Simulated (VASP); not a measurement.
# CdO: single point with PBE+D4

Crystal: CdO.

```xyz
2
Lattice="0.0000 2.3634 2.3634 2.3634 0.0000 2.3634 2.3634 2.3634 0.0000" Properties=species:S:1:pos:R:3 pbc="T T T"
Cd    0.0000    0.0000    0.0000
O     2.3634    2.3634    2.3634
```

| Property | Result |
| --- | --- |
| Program | VASP 6.6.1 |
| Task | single point |
| Functional | PBE |
| Dispersion | D4 |
| Potentials or basis | VASP PAW PBE potentials, release 64 (Cd_sv_GW, O) |
| Cutoff | 700 eV |
| k mesh | 8 × 8 × 8 |
| Occupations | gaussian, width 0.05 eV |
| Spin | no spin polarisation |

| Property | Result |
| --- | --- |
| Pressure | -0.2 GPa |
| Band gap on the k mesh | zero (bands 13 and 14 overlap by 0.44 eV) |
| Dispersion energy per atom | -0.309 eV |

Levels at points of the mesh, in eV from the Fermi level:
```csv
k point,band 10,band 11,band 12,band 13,band 14,band 15,band 16,band 17
"(0.00, 0.00, 0.00)",-6.42,-1.33,-1.33,-1.33,-0.49,14.47,16.87,16.87
"(0.50, 0.00, 0.00)",-6.18,-3.80,-0.04,-0.04,4.39,7.16,11.76,11.76
"(0.50, 0.50, 0.00)",-5.76,-4.23,-2.27,-2.27,3.79,8.41,11.13,13.13
```

Wall time 24 s on 1 thread of AMD EPYC 7R13 Processor (Zen 3), on a shared host, peak memory 0.16 GiB.

Caveat: semilocal functionals underestimate gaps, and a narrow one can read as zero.
